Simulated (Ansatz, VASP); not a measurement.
## Ta: VASP beside Ansatz

File INCAR:

```
PREC = Accurate ; ENCUT = 520
EDIFF = 1E-6 ; ISMEAR = 0
SIGMA = 0.15 ; LREAL = False
LASPH = True ; NELM = 100
ALGO = Fast ; ISIF = 2
LWAVE = False ; LCHARG = False
GGA = PE ; NBANDS = 12
```

KPOINTS

```
regular mesh
0
Gamma
  22 22 22
```

Contents of POSCAR:

```
Ta
1.0
   -1.9062635129      1.9062635129      1.2390712834
    1.9062635129     -1.9062635129      1.2390712834
    1.9062635129      1.9062635129     -1.2390712834
Ta
1
Direct
    0.0000000000      0.0000000000      0.0000000000
```

Input for Ansatz:

```yaml
crystal:
  lattice:
    - [-1.9062635129, 1.9062635129, 1.2390712834]
    - [1.9062635129, -1.9062635129, 1.2390712834]
    - [1.9062635129, 1.9062635129, -1.2390712834]
  atoms:
    - { symbol: Ta, position: [0.0, 0.0, 0.0] }
basis:
  ecutwfc: 420
kpoints:
  mp_grid: { grid: [22, 22, 22] }
hamiltonian:
  xc: pbe
scf:
  occupations: { method: gaussian, width: 0.15 }
output:
  forces: true
  stress: true
  eigenvalues: true
  write_density: true
  write_potential: true
  elf: true
  volumetric_format: npy
```

Alike in both runs: task single point; functional PBE; k mesh 22 × 22 × 22; occupations gaussian, width 0.15 eV; no spin polarisation.

```csv
,VASP,Ansatz
version,VASP 6.6.1,Ansatz 0.2.0
potentials or method,"VASP PAW PBE potentials, release 64 (Ta_pv), cutoff 520 eV","scalar-relativistic, plane waves, PAW"
valence electrons in the cell,11,13
```

|  | VASP | Ansatz | Ansatz less VASP |
| --- | --- | --- | --- |
| gap on the k mesh at the Fermi level (eV) | none | none | - |
| pressure (GPa) | 17.2 | 16.8 | -0.35 |
| traceless stress, the component that is largest in VASP (GPa) | 28.52 | 28.16 | -0.361 |

A gap of «none» marks a metal or a gap that the smearing closes. VASP's potentials hold 11 valence electrons a cell and Ansatz's 13, so a difference there can come from the potentials and not from the codes.

Neither program's run includes spin-orbit coupling.
